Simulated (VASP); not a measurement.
# H3C2N in VASP: a series of runs, part 3 of 3

VASP 6.6.1. Earlier steps stand in the parts before.

## Step 5: Single point, PBE

Input file INCAR:

```
PREC = Accurate ; ENCUT = 520
EDIFF = 1E-7 ; ISMEAR = -1
SIGMA = 0.02 ; LREAL = Auto
LASPH = T ; NELM = 60
ALGO = Normal ; ISIF = 2
LWAVE = F ; LCHARG = T
GGA = PE ; LELF = T
LVHAR = T ; NBANDS = 72
```

Input file KPOINTS:

```
regular mesh
0
Gamma
  1 1 1
```

Input file POSCAR:

```
H3C2N
1.0
    8.3116590000      0.0000000000      0.0000000000
    0.0000000000      8.3116590000      0.0000000000
    0.0000000000      0.0000000000      8.3116590000
C N H
12 6 18
Direct
    1.0076929287      0.6038024418      0.4684383707
    0.9409673809      0.5911455222      0.3097817175
    0.4049131467      0.9019498995      0.6119476268
    0.2319633180      0.9287074939      0.5933953739
    0.1201926114      0.3629239361      0.8332512198
    0.2713898633      0.3384282247      0.7422465238
    0.8382321748      0.8072876907      0.8226035260
    0.7594151781      0.9384047156      0.9169408899
    0.5278368614      0.6459360279      0.0026950095
    0.4026993889      0.7164875267      0.0989694115
    0.6719236196      0.2341409820      0.3883099631
    0.5111735214      0.2265492364      0.3119714127
    0.8748554290      0.5674920013      0.1890958231
    0.0962503394      0.9562471223      0.5659519959
    0.4013518841      0.3541170301      0.6908007174
    0.7015085677      1.0495016699      0.9841236268
    0.3167358045      0.7421262109      0.2088872992
    0.3719113116      0.2190417100      0.2929740019
    1.0543262181      0.4904315733      0.4986128521
    1.0990345008      0.6923527541      0.4791943462
    0.9235701320      0.6228600091      0.5655188693
    0.4463489178      0.9902836485      0.5293287417
    0.4322362118      0.9263493606      0.7448813769
    0.4204816391      0.7708689685      0.5788736039
    0.1076319421      0.4983722263      0.8290282361
    0.0264568121      0.2985926155      0.7726255372
    0.1369522017      0.3140889202      0.9569930624
    0.7408869878      0.7393469824      0.7766439889
    0.9125254056      0.8530186332      0.7247770872
    0.9163513566      0.7325372708      0.8823388929
    0.6329302008      0.7091604696      0.0356487195
    0.5359700151      0.5264171689      0.0374052882
    0.4960261243      0.6763992604     -0.1226951202
    0.7190622233      0.3555968790      0.3366836873
    0.6481858796      0.2402528785      0.5259599798
    0.7277488165      0.1224424631      0.3452980927
```

Potentials or basis: VASP PAW PBE potentials, release 64 (C, N, H).

Launch:

```console
> cat potpaw_PBE.64/C/POTCAR potpaw_PBE.64/N/POTCAR potpaw_PBE.64/H/POTCAR > POTCAR
> mpirun -np 1 vasp_gam > vasp.out
```

OUTCAR:

```text
PREC = Accurate
   ENCUT = 520
   EDIFF = 1E-7
   ISMEAR = -1
   LREAL = Auto
   LASPH = T
   NELM = 60
   ISIF = 2
   GGA = PE

 ion  position               nearest neighbor table
   1  0.008  0.604  0.468-  19 1.05  20 1.06  21 1.08   2 1.43
   2  0.941  0.591  0.310-  13 1.16   1 1.43
   3  0.405  0.902  0.612-  22 1.06  24 1.13  23 1.15   4 1.46
   4  0.232  0.929  0.593-  14 1.17   3 1.46
   5  0.120  0.363  0.833-  26 1.07  27 1.11  25 1.13   6 1.48
   6  0.271  0.338  0.742-  15 1.17   5 1.48
   7  0.838  0.807  0.823-  30 1.03  28 1.06  29 1.09   8 1.49
   8  0.759  0.938  0.917-  16 1.18   7 1.49
   9  0.528  0.646  0.003-  32 1.04  31 1.06  33 1.10  10 1.44
  10  0.403  0.716  0.099-  17 1.18   9 1.44
  11  0.672  0.234  0.388-  36 1.10  35 1.16  34 1.16  12 1.48
  12  0.511  0.227  0.312-  18 1.17  11 1.48
  13  0.875  0.567  0.189-   2 1.16
  14  0.096  0.956  0.566-   4 1.17
  15  0.401  0.354  0.691-   6 1.17
  16  0.702  0.050  0.984-   8 1.18
  17  0.317  0.742  0.209-  10 1.18
  18  0.372  0.219  0.293-  12 1.17
[... 16 lines left out ...]
  35  0.648  0.240  0.526-  11 1.16
  36  0.728  0.122  0.345-  11 1.10

  LATTYP: Found a simple cubic cell.
 ALAT       =     8.3116590000

  Lattice vectors:

 A1 = (   8.3116590000,   0.0000000000,   0.0000000000)
 A2 = (   0.0000000000,   8.3116590000,   0.0000000000)
 A3 = (   0.0000000000,   0.0000000000,   8.3116590000)

Analysis of symmetry for initial positions (statically):
=====================================================================
 Subroutine PRICEL returns:
 Original cell was already a primitive cell.

 Routine SETGRP: Setting up the symmetry group for a
 simple cubic supercell.

 Subroutine GETGRP returns: Found  1 space group operations
 (whereof  1 operations were pure point group operations)
 out of a pool of 48 trial point group operations.

The static configuration has the point symmetry C_1 .

Analysis of symmetry for dynamics (positions and initial velocities):
=====================================================================
 Subroutine PRICEL returns:
 Original cell was already a primitive cell.

 Routine SETGRP: Setting up the symmetry group for a
 simple cubic supercell.

 Subroutine GETGRP returns: Found  1 space group operations
 (whereof  1 operations were pure point group operations)
 out of a pool of 48 trial point group operations.

The dynamic configuration has the point symmetry C_1 .

 Subroutine INISYM returns: Found  1 space group operations
 (whereof  1 operations are pure point group operations),
 and found     1 'primitive' translations

----------------------------------------------------------------------------------------

                                     Primitive cell

  volume of cell :     574.2000

  direct lattice vectors                    reciprocal lattice vectors
     8.311659000  0.000000000  0.000000000     0.120312924  0.000000000  0.000000000
     0.000000000  8.311659000  0.000000000     0.000000000  0.120312924  0.000000000
     0.000000000  0.000000000  8.311659000     0.000000000  0.000000000  0.120312924

  length of vectors
     8.311659000  8.311659000  8.311659000     0.120312924  0.120312924  0.120312924

  position of ions in fractional coordinates (direct lattice)
     0.007692929  0.603802442  0.468438371
     0.940967381  0.591145522  0.309781718
     0.404913147  0.901949900  0.611947627
     0.231963318  0.928707494  0.593395374
     0.120192611  0.362923936  0.833251220
     0.271389863  0.338428225  0.742246524
[... 28 lines left out ...]
     0.648185880  0.240252879  0.525959980
     0.727748816  0.122442463  0.345298093

  ion indices of the primitive-cell ions
   primitive index   ion index
                 1           1
                 2           2
                 3           3
                 4           4
                 5           5
                 6           6
[... 28 lines left out ...]
                35          35
                36          36

----------------------------------------------------------------------------------------

 KPOINTS: regular mesh

Automatic generation of k-mesh.
 Grid dimensions read from file:
 generate k-points for:    1    1    1

 Generating k-lattice:

  Cartesian coordinates                     Fractional coordinates (reciprocal lattice)
     0.120312924  0.000000000  0.000000000     1.000000000  0.000000000  0.000000000
     0.000000000  0.120312924  0.000000000     0.000000000  1.000000000  0.000000000
     0.000000000  0.000000000  0.120312924     0.000000000  0.000000000  1.000000000

  Length of vectors
     0.120312924  0.120312924  0.120312924

  Shift w.r.t. Gamma in fractional coordinates (k-lattice)
     0.000000000  0.000000000  0.000000000

 Subroutine IBZKPT returns following result:
 ===========================================

 Found      1 irreducible k-points:

 Following reciprocal coordinates:
            Coordinates               Weight
  0.000000  0.000000  0.000000      1.000000
   k-points           NKPTS =      1   k-points in BZ     NKDIM =      1   number of bands    NBANDS=     72
   number of dos      NEDOS =    301   number of ions     NIONS =     36
   total plane-waves  NPLWV = 262144
   dimension x,y,z NGX =    64 NGY =   64 NGZ =   64
   dimension x,y,z NGXF=   128 NGYF=  128 NGZF=  128
   ions per type =              12   6  18
   NGX,Y,Z   is equivalent  to a cutoff of  12.80, 12.80, 12.80 a.u.
   NGXF,Y,Z  is equivalent  to a cutoff of  25.60, 25.60, 25.60 a.u.
 SYSTEM =  unknown system
   PREC   = accura    normal or accurate (medium, high low for compatibility)
   ISTART =      0    job   : 0-new  1-cont  2-samecut
   ICHARG =      2    charge: 1-file 2-atom 10-const
   ISPIN  =      1    spin polarized calculation?
   LNONCOLLINEAR =      F non collinear calculations
   LSORBIT =      F    spin-orbit coupling
   LASPH  =      T    aspherical Exc in radial PAW
   ENCUT  =  520.0 eV  38.22 Ry    6.18 a.u.  15.45 15.45 15.45*2*pi/ulx,y,z
   NELM   =     60;   NELMIN=  2; NELMDL= -5     # of ELM steps
   EDIFF  = 0.1E-06   stopping-criterion for ELM
   LREAL  =      T    real-space projection
   EDIFFG = 0.1E-05   stopping-criterion for IOM
   NSW    =      0    number of steps for IOM
   IBRION =     -1    ionic relax: 0-MD 1-quasi-New 2-CG
   NFREE  =      0    steps in history (QN), initial steepest desc. (CG)
   ISIF   =      2    stress and relaxation
   ISYM   =      2    0-nonsym 1-usesym 2-fastsym
   POTIM  = 0.5000    time-step for ionic-motion
   TEBEG  =    0.0;   TEEND  =   0.0 temperature during run
   PSTRESS=    0.0 pullay stress
   NELECT =      96.0000    total number of electrons
   NUPDOWN=      -1.0000    fix difference up-down
   EMIN   =  10.00;   EMAX   =-10.00  energy-range for DOS
   EFERMI =   0.00;   METHOD = LEGACY
   ISMEAR =    -1;   SIGMA  =   0.02  broadening in eV -4-tet -1-fermi 0-gaus
   EFERMI_NEDOS =   21; number of points for ismear=-14 and -15
   IALGO  =     38    algorithm
   IMIX   =      4    mixing-type and parameters
     AMIX     =   0.40;   BMIX     =  1.00
     AMIX_MAG =   1.60;   BMIX_MAG =  1.00
  volume/ion in A,a.u.               =      15.95       107.64
  Fermi-wavevector in a.u.,A,eV,Ry     =   0.901871  1.704288 11.066577  0.813370
  Thomas-Fermi vector in A             =   2.025004
   LORBIT       =      0    0 simple, 1 ext, 2 COOP (PROOUT), +10 PAW based schemes
   GGA     = PE    functional components
   LHFCALC =     F    Hartree Fock is set to
   AEXX    =    0.0000 exact exchange contribution
   IVDW    =     0    specifies the selected vdW correction
   LEPSILON=     F    determine dielectric tensor
   LRPA    =     F    only Hartree local field effects (RPA)
 non-spin polarized calculation
  energy-cutoff  :      520.00
  volume of cell :      574.20
 maximum number of plane-waves:      7758
 NGX is ok and might be reduce to    64
   NGX = 31   NGY = 31   NGZ = 31

 number of electron      96.0000007 magnetization

 Free energy of the ion-electron system (eV)
  ---------------------------------------------------
  ext. energy  EPLUGINS =         0.00000000
  ---------------------------------------------------
  free energy    TOTEN  =      -219.21464240 eV

  energy without entropy =     -219.21464240  energy(sigma->0) =     -219.21464240

 E-fermi :  -4.1376     XC(G=0):  -5.8676

 val. band max:       -4.6422038574   @ k =   0.0000   0.0000   0.0000
 cond. band min:       1.0319390086   @ k =   0.0000   0.0000   0.0000
 fundamental gap:      5.6741428660
 Fermi energy:        -4.1376244859

 k-point     1 :       0.0000    0.0000    0.0000
  band No.  band energies     occupation
      1     -20.0198      2.00000
      2     -19.9881      2.00000
      3     -19.9244      2.00000
      4     -19.8139      2.00000
      5     -19.5985      2.00000
      6     -19.2814      2.00000
[... 52 lines left out ...]
     59       2.6216      0.00000
     60       2.7705      0.00000
 [bands above 60 left out]

------------------------ aborting loop because EDIFF is reached ----------------------------------------

  FORCE on cell =-STRESS in cart. coord.  units (eV):
  Direction    XX          YY          ZZ          XY          YZ          ZX
  --------------------------------------------------------------------------------------
  -------------------------------------------------------------------------------------
  Total        6.3461329      0.9514810     -3.0118962      2.3050965     -1.6364567      1.8508228
  in kB       17.7074733      2.6548964     -8.4040268      6.4318594     -4.5661686      5.1643096
  external PRESSURE =       3.9861143 kB  Pullay stress =       0.0000000 kB

 VOLUME and BASIS-vectors are now :
 -----------------------------------------------------------------------------
  energy-cutoff  :      520.00
  volume of cell :      574.20
      direct lattice vectors                 reciprocal lattice vectors
     8.311659000  0.000000000  0.000000000     0.120312924  0.000000000  0.000000000
     0.000000000  8.311659000  0.000000000     0.000000000  0.120312924  0.000000000
     0.000000000  0.000000000  8.311659000     0.000000000  0.000000000  0.120312924

 POSITION                                       TOTAL-FORCE (eV/Angst)
 -----------------------------------------------------------------------------------
      0.06394      5.01860      3.89350        -0.458127      0.031262     -0.092427
      7.82100      4.91340      2.57480        -0.430157      0.098740      0.478992
      3.36550      7.49670      5.08630        -1.870848     -1.307267      1.790272
      1.92800      7.71910      4.93210        -1.003068      0.338915     -0.152626
      0.99900      3.01650      6.92570         1.609043      0.490109     -0.160525
      2.25570      2.81290      6.16930         0.329908      0.678607      0.718707
[... 28 lines left out ...]
      5.38750      1.99690      4.37160         0.501089     -0.056865     -1.700902
      6.04880      1.01770      2.87000         0.864391      0.399103      0.274376
 -----------------------------------------------------------------------------------
    total drift:                                0.007952     -0.015299     -0.021591

  FREE ENERGIE OF THE ION-ELECTRON SYSTEM (eV)
  ---------------------------------------------------
  free  energy   TOTEN  =      -219.2146424007 eV

  energy  without entropy=     -219.2146424007  energy(sigma->0) =     -219.21464240
```

It took 93 s on 1 thread of Intel Xeon Platinum 8259CL at 2.50GHz (Skylake/Cascade Lake), shared host; peak memory 0.54 GiB.

What came out:

* Free energy: -219.2146 eV
* Pressure: 0.4 GPa
* Largest force: 3.104 eV/Å
* Band gap on the k mesh: 5.67 eV

Forces on the atoms (eV/Å):
```
C   -0.458  0.031 -0.092
C   -0.430  0.099  0.479
C   -1.871 -1.307  1.790
C   -1.003  0.339 -0.153
C    1.609  0.490 -0.161
C    0.330  0.679  0.719
C   -1.392  2.702 -0.483
C    0.698  0.779  0.238
C   -1.585  2.396 -1.176
C   -1.269 -0.218  2.650
C   -1.333  1.462 -0.354
C   -0.621 -0.062  1.435
N   -0.080  0.089 -0.664
N    0.827 -0.077  0.410
N   -0.321 -0.418 -0.166
N    0.572 -1.436 -0.771
N    0.512  0.183 -1.339
N    0.290  0.079 -0.646
H    1.081 -1.691  0.176
H    0.788  0.747 -0.220
H   -0.920  0.447 -0.038
H    1.392  0.499 -0.666
H    0.206 -0.136 -1.442
H    0.539  1.066  0.074
H   -0.428 -1.064  0.403
H   -0.949 -0.169 -0.226
H   -0.182  0.427 -0.386
H   -0.811 -0.964 -0.752
H   -0.197  0.666 -0.377
H    1.322 -1.502  2.115
H    1.392  0.437  0.250
H    0.225 -2.306 -0.040
H    0.433 -0.808 -0.031
H    0.270 -1.802  0.871
H    0.501 -0.057 -1.701
H    0.864  0.399  0.274
```

Caveat: the k points lie up to 0.76 Å⁻¹ apart.
